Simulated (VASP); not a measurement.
Input of a VASP 6.6.1 run:

INCAR

```
ALGO = Fast ; EDIFF = 1E-6
ENCUT = 520 ; GGA = PS
ISIF = 2 ; ISMEAR = 0
LASPH = True ; LCHARG = False
LREAL = False ; LWAVE = False
NBANDS = 10 ; NELM = 80
PREC = Accurate ; SIGMA = 0.1
```

KPOINTS

```
k-points
0
Gamma
  10 10 10
```

POSCAR

```
Rb
1.0
   -2.7860990522      2.7860990522      2.7860990522
    2.7860990522     -2.7860990522      2.7860990522
    2.7860990522      2.7860990522     -2.7860990522
Rb
1
Direct
    0.0000000000      0.0000000000      0.0000000000
```

Potentials or basis: VASP PAW PBE potentials, release 64 (Rb_sv).

The run is started by

```bash
$ cat potpaw_PBE.64/Rb_sv/POTCAR > POTCAR
$ mpirun -np 1 vasp_std > vasp.out
```

Question: What does it give for the pressure?

Answer: 0.0 GPa.

Question: What does it give for the band gap on the k mesh?

Answer: Zero (an odd number of electrons rules out a gap without spin polarisation).

Caveat: the PAW data sets were made with another functional, which shifts forces and pressure a little.
